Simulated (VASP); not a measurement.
Here is a VASP 6.6.1 calculation.

The input INCAR:

```
ALGO = Normal
EDIFF = 1E-6
ENCUT = 520
GGA = RP
ISIF = 2
ISMEAR = 0
LASPH = T
LCHARG = F
LREAL = F
LWAVE = F
NBANDS = 11
NELM = 80
PREC = Accurate
SIGMA = 0.05
```

KPOINTS

```
k-points
0
Gamma
  11 11 11
```

File POSCAR:

```
MgO
1.0
    0.0000000000      2.0970013927      2.0970013927
    2.0970013927      0.0000000000      2.0970013927
    2.0970013927      2.0970013927      0.0000000000
Mg O
1 1
Direct
    0.0000000000      0.0000000000      0.0000000000
    0.5000000000      0.5000000000      0.5000000000
```

Potentials or basis: VASP PAW PBE potentials, release 64 (Mg, O).

The run is started by

```bash
$ cat potpaw_PBE.64/Mg/POTCAR potpaw_PBE.64/O/POTCAR > POTCAR
$ mpirun -np 1 vasp_std > vasp.out
```

(1) What does it give for the band gap on the k mesh?

(2) What does it give for the pressure?

## Answers

(1) 4.95 eV, direct.

(2) 11.0 GPa.

Caveat: the PAW data sets were made with another functional, which shifts forces and pressure a little.
